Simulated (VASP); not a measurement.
# Ta (I4/mmm) in VASP: further runs, part 2 of 2

VASP 6.6.1. The steps go on from the part before.

## Step 4: Single point, PBE (volume 16.818 Å^3 an atom, c/a of the conventional cell 1.6133)

INCAR reads:

```
SYSTEM = Ta
PREC     = Accurate       ! precision mode
ENCUT    = 520            ! plane-wave cutoff, eV
EDIFF    = 1E-6           ! SCF threshold, eV
ISMEAR   = 0              ! smearing method
SIGMA    = 0.15           ! smearing width, eV
LREAL    = .False.        ! projectors in reciprocal space
LASPH    = .True.         ! aspherical terms in the spheres
NELM     = 80             ! most SCF steps
ALGO     = Normal         ! electronic algorithm
ISIF     = 2              ! what is computed and relaxed
LWAVE    = .False.        ! write WAVECAR
LCHARG   = .False.        ! write CHGCAR
GGA      = PE             ! functional
NBANDS   = 12             ! bands
```

KPOINTS reads:

```
Automatic mesh
0
Gamma
  20 20 20
  0 0 0
```

POSCAR reads:

```
Ta
1.0
   -1.3761520064      1.3761520064      2.2201460320
    1.3761520064     -1.3761520064      2.2201460320
    1.3761520064      1.3761520064     -2.2201460320
Ta
1
Direct
    0.0000000000      0.0000000000      0.0000000000
```

Potentials or basis: VASP PAW PBE potentials, release 64 (Ta_pv).

The run is started by

```sh
cat potpaw_PBE.64/Ta_pv/POTCAR > POTCAR
mpirun -np 1 vasp_std > vasp.out
```

OUTCAR:

```text
SYSTEM = Ta
   PREC = Accurate
   ENCUT = 520
   EDIFF = 1E-6
   ISMEAR = 0
   LREAL = .False.
   LASPH = .True.
   NELM = 80
   ISIF = 2
   GGA = PE

 ion  position               nearest neighbor table
   1  0.000  0.000  0.000-

  LATTYP: Found a body centered tetragonal cell.
 ALAT       =     2.7523040128
 C/A-ratio  =     1.6133000001

  Lattice vectors:

 A1 = (  -1.3761520064,   1.3761520064,   2.2201460320)
 A2 = (   1.3761520064,  -1.3761520064,   2.2201460320)
 A3 = (   1.3761520064,   1.3761520064,  -2.2201460320)

Analysis of symmetry for initial positions (statically):
=====================================================================
 Subroutine PRICEL returns:
 Original cell was already a primitive cell.

 Routine SETGRP: Setting up the symmetry group for a
 body centered tetragonal supercell.

 Subroutine GETGRP returns: Found 16 space group operations
 (whereof 16 operations were pure point group operations)
 out of a pool of 16 trial point group operations.

The static configuration has the point symmetry D_4h.

Analysis of symmetry for dynamics (positions and initial velocities):
=====================================================================
 Subroutine PRICEL returns:
 Original cell was already a primitive cell.

 Routine SETGRP: Setting up the symmetry group for a
 body centered tetragonal supercell.

 Subroutine GETGRP returns: Found 16 space group operations
 (whereof 16 operations were pure point group operations)
 out of a pool of 16 trial point group operations.

The dynamic configuration has the point symmetry D_4h.

 Subroutine INISYM returns: Found 16 space group operations
 (whereof 16 operations are pure point group operations),
 and found     1 'primitive' translations

----------------------------------------------------------------------------------------

                                     Primitive cell

  volume of cell :      16.8180

  direct lattice vectors                    reciprocal lattice vectors
    -1.376152006  1.376152006  2.220146032     0.000000000  0.363331956  0.225210411
     1.376152006 -1.376152006  2.220146032     0.363331956  0.000000000  0.225210411
     1.376152006  1.376152006 -2.220146032     0.363331956  0.363331956  0.000000000

  length of vectors
     2.952395145  2.952395145  2.952395145     0.427469109  0.427469109  0.513828980

  position of ions in fractional coordinates (direct lattice)
     0.000000000  0.000000000  0.000000000

  ion indices of the primitive-cell ions
   primitive index   ion index
                 1           1

----------------------------------------------------------------------------------------

 KPOINTS: Automatic mesh

Automatic generation of k-mesh.
 Grid dimensions read from file:
 generate k-points for:   20   20   20

 Generating k-lattice:

  Cartesian coordinates                     Fractional coordinates (reciprocal lattice)
     0.000000000  0.018166598  0.011260521     0.050000000  0.000000000  0.000000000
     0.018166598  0.000000000  0.011260521     0.000000000  0.050000000  0.000000000
     0.018166598  0.018166598  0.000000000     0.000000000  0.000000000  0.050000000

  Length of vectors
     0.021373455  0.021373455  0.025691449

  Shift w.r.t. Gamma in fractional coordinates (k-lattice)
     0.000000000  0.000000000  0.000000000

 Subroutine IBZKPT returns following result:
 ===========================================

 Found    641 irreducible k-points:

 Following reciprocal coordinates:
            Coordinates               Weight
  0.000000  0.000000  0.000000      1.000000
  0.050000  0.000000  0.000000      8.000000
  0.100000 -0.000000  0.000000      8.000000
  0.150000  0.000000  0.000000      8.000000
  0.200000 -0.000000  0.000000      8.000000
  0.250000 -0.000000  0.000000      8.000000
[... 16 lines left out ...]
 -0.400000  0.050000  0.000000     16.000000
 -0.350000  0.050000  0.000000     16.000000
 [... further k-points ...]
   k-points           NKPTS =    641   k-points in BZ     NKDIM =    641   number of bands    NBANDS=     12
   number of dos      NEDOS =    301   number of ions     NIONS =      1
   total plane-waves  NPLWV =  13824
   dimension x,y,z NGX =    24 NGY =   24 NGZ =   24
   dimension x,y,z NGXF=    48 NGYF=   48 NGZF=   48
   ions per type =               1
   NGX,Y,Z   is equivalent  to a cutoff of  13.51, 13.51, 13.51 a.u.
   NGXF,Y,Z  is equivalent  to a cutoff of  27.03, 27.03, 27.03 a.u.
 SYSTEM =  Ta
   PREC   = accura    normal or accurate (medium, high low for compatibility)
   ISTART =      0    job   : 0-new  1-cont  2-samecut
   ICHARG =      2    charge: 1-file 2-atom 10-const
   ISPIN  =      1    spin polarized calculation?
   LNONCOLLINEAR =      F non collinear calculations
   LSORBIT =      F    spin-orbit coupling
   LASPH  =      T    aspherical Exc in radial PAW
   ENCUT  =  520.0 eV  38.22 Ry    6.18 a.u.   5.49  5.49  5.49*2*pi/ulx,y,z
   NELM   =     80;   NELMIN=  2; NELMDL= -5     # of ELM steps
   EDIFF  = 0.1E-05   stopping-criterion for ELM
   LREAL  =      F    real-space projection
   EDIFFG = 0.1E-04   stopping-criterion for IOM
   NSW    =      0    number of steps for IOM
   IBRION =     -1    ionic relax: 0-MD 1-quasi-New 2-CG
   NFREE  =      0    steps in history (QN), initial steepest desc. (CG)
   ISIF   =      2    stress and relaxation
   ISYM   =      2    0-nonsym 1-usesym 2-fastsym
   POTIM  = 0.5000    time-step for ionic-motion
   TEBEG  =    0.0;   TEEND  =   0.0 temperature during run
   PSTRESS=    0.0 pullay stress
   NELECT =      11.0000    total number of electrons
   NUPDOWN=      -1.0000    fix difference up-down
   EMIN   =  10.00;   EMAX   =-10.00  energy-range for DOS
   EFERMI =   0.00;   METHOD = LEGACY
   ISMEAR =     0;   SIGMA  =   0.15  broadening in eV -4-tet -1-fermi 0-gaus
   EFERMI_NEDOS =   21; number of points for ismear=-14 and -15
   IALGO  =     38    algorithm
   IMIX   =      4    mixing-type and parameters
     AMIX     =   0.40;   BMIX     =  1.00
     AMIX_MAG =   1.60;   BMIX_MAG =  1.00
  volume/ion in A,a.u.               =      16.82       113.49
  Fermi-wavevector in a.u.,A,eV,Ry     =   1.421066  2.685426 27.475997  2.019429
  Thomas-Fermi vector in A             =   2.541915
   LORBIT       =      0    0 simple, 1 ext, 2 COOP (PROOUT), +10 PAW based schemes
   GGA     = PE    functional components
   LHFCALC =     F    Hartree Fock is set to
   AEXX    =    0.0000 exact exchange contribution
   IVDW    =     0    specifies the selected vdW correction
   LEPSILON=     F    determine dielectric tensor
   LRPA    =     F    only Hartree local field effects (RPA)
 non-spin polarized calculation
 Gauss-broadening in eV      SIGMA  =   0.15
  energy-cutoff  :      520.00
  volume of cell :       16.82
 maximum number of plane-waves:       469
 NGX is ok and might be reduce to    24
   NGX = 11   NGY = 11   NGZ = 11

 number of electron      11.0000001 magnetization

 Free energy of the ion-electron system (eV)
  ---------------------------------------------------
  ext. energy  EPLUGINS =         0.00000000
  ---------------------------------------------------
  free energy    TOTEN  =       -11.50894563 eV

  energy without entropy =      -11.49572794  energy(sigma->0) =      -11.50233679

 E-fermi :   6.3899     XC(G=0): -12.9684

 val. band max:        6.3889391693   @ k =   0.3500   0.1500  -0.0000
 cond. band min:       6.3946657871   @ k =  -0.1000   0.1000   0.1000
 fundamental gap:      0.0057266179
 Fermi energy:         6.3898847691

 k-point     1 :       0.0000    0.0000    0.0000
  band No.  band energies     occupation
      1     -26.7975      2.00000
      2     -26.6881      2.00000
      3     -26.6881      2.00000
      4      -2.1106      2.00000
      5       5.6733      2.00000
      6       7.6691      0.00000
      7       7.6691      0.00000
      8       8.6519      0.00000
      9      11.7408      0.00000
     10      19.5186      0.00000
     11      20.9938      0.00000
     12      22.0402      0.00000
[... 331 lines left out ...]
 k-point    24 :      -0.3500    0.0500    0.0000
  band No.  band energies     occupation
      1     -27.8977      2.00000
      2     -27.0046      2.00000
      3     -26.7549      2.00000
      4       1.1765      2.00000
      5       5.7421      2.00000
      6       6.3061      1.57035
      7       7.9663      0.00000
      8      11.1200      0.00000
      9      11.7765      0.00000
     10      18.8750      0.00000
     11      20.9912      0.00000
     12      22.6252      0.00000

 [... further k-points ...]
[... 5 lines left out ...]
  --------------------------------------------------------------------------------------
  -------------------------------------------------------------------------------------
  Total        2.1877098      2.1877098      3.2600353      0.0000000     -0.0000000     -0.0000000
  in kB      208.4135443    208.4135443    310.5693055      0.0000000     -0.0000000     -0.0000000
  external PRESSURE =     242.4654647 kB  Pullay stress =       0.0000000 kB

 VOLUME and BASIS-vectors are now :
 -----------------------------------------------------------------------------
  energy-cutoff  :      520.00
  volume of cell :       16.82
      direct lattice vectors                 reciprocal lattice vectors
    -1.376152006  1.376152006  2.220146032     0.000000000  0.363331956  0.225210411
     1.376152006 -1.376152006  2.220146032     0.363331956  0.000000000  0.225210411
     1.376152006  1.376152006 -2.220146032     0.363331956  0.363331956  0.000000000

 POSITION                                       TOTAL-FORCE (eV/Angst)
 -----------------------------------------------------------------------------------
      0.00000      0.00000      0.00000         0.000000      0.000000      0.000000
 -----------------------------------------------------------------------------------
    total drift:                                0.000000      0.000000     -0.000000

  FREE ENERGIE OF THE ION-ELECTRON SYSTEM (eV)
  ---------------------------------------------------
  free  energy   TOTEN  =       -11.5089456336 eV

  energy  without entropy=      -11.4957279370  energy(sigma->0) =      -11.50233679
```

Wall time 33 s (1 thread of Intel Xeon 6975P-C (Granite Rapids), shared host); peak memory 0.24 GiB.

What came out:

| Item | Value |
| --- | --- |
| Free energy | -11.5089 eV |
| Pressure | 24.2 GPa |

Caveat: spin-orbit coupling is left out, which moves the levels of the heavy elements.

## Step 5: Single point, PBE (volume 16.818 Å^3 an atom, c/a of the conventional cell 0.8873)

INCAR reads:

```
ALGO = Normal
EDIFF = 1E-6
ENCUT = 520
GGA = PE
ISIF = 2
ISMEAR = 0
LASPH = True
LCHARG = False
LREAL = False
LWAVE = False
NBANDS = 12
NELM = 60
PREC = Accurate
SIGMA = 0.15
```

KPOINTS reads:

```
k-points
0
Gamma
  20 20 20
```

POSCAR reads:

```
Ta
1.0
   -1.6796338756      1.6796338756      1.4903391378
    1.6796338756     -1.6796338756      1.4903391378
    1.6796338756      1.6796338756     -1.4903391378
Ta
1
Direct
    0.0000000000      0.0000000000      0.0000000000
```

The run is started by

```sh
cat potpaw_PBE.64/Ta_pv/POTCAR > POTCAR
mpirun -np 1 vasp_std > vasp.out
```

Wall time 33 s (1 thread of Intel Xeon 6975P-C (Granite Rapids), shared host); peak memory 0.24 GiB.

It converged, with:

```
Free energy : -11.6783 eV
Pressure    : 20.6 GPa
```

Stress tensor (GPa, compression positive):
```
16.63  0.00  0.00
 0.00 16.63  0.00
 0.00  0.00 28.68
```

Levels at points of the mesh, in eV from the Fermi level:
| k point | band 3 | band 4 | band 5 | band 6 | band 7 | band 8 |
| --- | --- | --- | --- | --- | --- | --- |
| (0.00, 0.00, 0.00) | -32.83 | -8.24 | -0.36 | 1.40 | 1.40 | 2.82 |
| (0.50, 0.00, 0.00) | -32.96 | -4.74 | -2.31 | 2.25 | 4.05 | 6.52 |
| (0.50, 0.50, 0.00) | -32.81 | -4.80 | -0.53 | 1.25 | 2.60 | 4.49 |
| (0.50, 0.50, 0.50) | -33.60 | -4.47 | -4.13 | 7.23 | 7.23 | 7.75 |

Caveat: spin-orbit coupling is left out, which moves the levels of the heavy elements.

## Step 6: Single point, PBE (volume 16.818 Å^3 an atom, c/a of the conventional cell 1.1270)

INCAR reads:

```
PREC = Accurate
ENCUT = 520
EDIFF = 1E-6
ISMEAR = 0
SIGMA = 0.15
LREAL = F
LASPH = T
NELM = 100
ALGO = Normal
ISIF = 2
LWAVE = F
LCHARG = F
GGA = PE
NBANDS = 12
```

KPOINTS reads:

```
Automatic mesh
0
Gamma
  20 20 20
```

POSCAR reads:

```
Ta
1.0
   -1.5509464876      1.5509464876      1.7479166916
    1.5509464876     -1.5509464876      1.7479166916
    1.5509464876      1.5509464876     -1.7479166916
Ta
1
Direct
    0.0000000000      0.0000000000      0.0000000000
```

Potentials or basis: VASP PAW PBE potentials, release 64 (Ta_pv).

The run is started by

```sh
cat potpaw_PBE.64/Ta_pv/POTCAR > POTCAR
mpirun -np 1 vasp_std > vasp.out
```

It took 35 s on 1 thread of Intel Xeon 6975P-C (Granite Rapids), shared host; peak memory 0.24 GiB.

The run converged. Its results:

```yaml
Free_energy: -11.6712 eV
Pressure: 20.7 GPa
```

Stress tensor (GPa, compression positive):
```
25.50  0.00  0.00
 0.00 25.50  0.00
 0.00  0.00 10.96
```

Levels at points of the mesh, in eV from the Fermi level:
| k point | band 3 | band 4 | band 5 | band 6 | band 7 | band 8 |
| --- | --- | --- | --- | --- | --- | --- |
| (0.00, 0.00, 0.00) | -32.86 | -8.25 | 0.30 | 0.30 | 1.81 | 2.98 |
| (0.50, 0.00, 0.00) | -32.88 | -4.77 | -1.19 | 1.60 | 2.77 | 5.59 |
| (0.50, 0.50, 0.00) | -33.00 | -4.77 | -2.78 | 2.52 | 5.53 | 6.02 |
| (0.50, 0.50, 0.50) | -33.74 | -4.50 | -4.09 | 7.04 | 7.24 | 7.55 |

Caveat: spin-orbit coupling is left out, which moves the levels of the heavy elements.

## Step 7: The runs side by side

| cell | gap on the mesh (eV) | pressure (GPa) |
| --- | --- | --- |
| a = 3.011 Å, angles 118.4, 118.4, 92.7°, 1 atom | none | -8.6 |
| a = 2.833 Å, angles 116.5, 116.5, 96.1°, 1 atom | none | 24.3 |
| a = 2.952 Å, angles 124.4, 124.4, 82.5°, 1 atom | none | 24.2 |
| a = 2.804 Å, angles 106.4, 106.4, 115.8°, 1 atom | none | 20.6 |
| a = 2.805 Å, angles 112.9, 112.9, 102.9°, 1 atom | none | 20.7 |

Alike in all rows: task single point; level PBE; potentials or basis VASP PAW PBE potentials, release 64 (Ta_pv); no spin polarisation; k mesh 20 × 20 × 20; cutoff (eV) 520; smearing gaussian 0.15 eV.

Caveats: spin-orbit coupling is left out, which moves the levels of the heavy elements.

Total energies depend on the potentials used, so only differences within one code and one set of settings carry meaning.
